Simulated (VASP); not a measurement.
## GaAs: single point with PBE

Crystal: GaAs.

```
Ga As
1.0
     0.00000    2.90025    2.90025
     2.90025    0.00000    2.90025
     2.90025    2.90025    0.00000
Ga As
1 1
Direct
  0.00000 0.00000 0.00000
  0.25000 0.25000 0.25000
```

This cell differs from its parent crystal: volume changed by +3%.

```
Program                : VASP 6.6.1
Task                   : single point
Functional             : PBE
Potentials or basis    : VASP PAW PBE potentials, release 64 (Ga_d, As)
Cutoff                 : 520 eV
k mesh                 : 6 × 6 × 6
Occupations            : gaussian, width 0.01 eV
Spin                   : no spin polarisation
Dipole correction      : no
Further INCAR settings : ALGO = Normal; EDIFF = 1e-06; NBANDS = 16
```

```json
{
  "Pressure": "-1.3 GPa",
  "Band gap on the k mesh": "zero (filled and empty bands touch)"
}
```

Levels at points of the mesh, in eV from the Fermi level:
```tsv
k point	band 6	band 7	band 8	band 9	band 10	band 11	band 12	band 13
(0.00, 0.00, 0.00)	-12.20	-0.05	0.00	0.00	0.00	3.70	3.70	3.70
(0.50, 0.00, 0.00)	-10.67	-6.25	-1.03	-1.03	0.79	4.59	4.59	7.65
(0.50, 0.50, 0.00)	-10.02	-6.48	-2.42	-2.42	1.59	1.68	9.56	9.56
```

Run time: 19 s on 1 thread of Intel(R) Xeon(R) Platinum 8259CL CPU @ 2.50GHz (Skylake/Cascade Lake), on a shared host, peak memory 0.17 GiB.
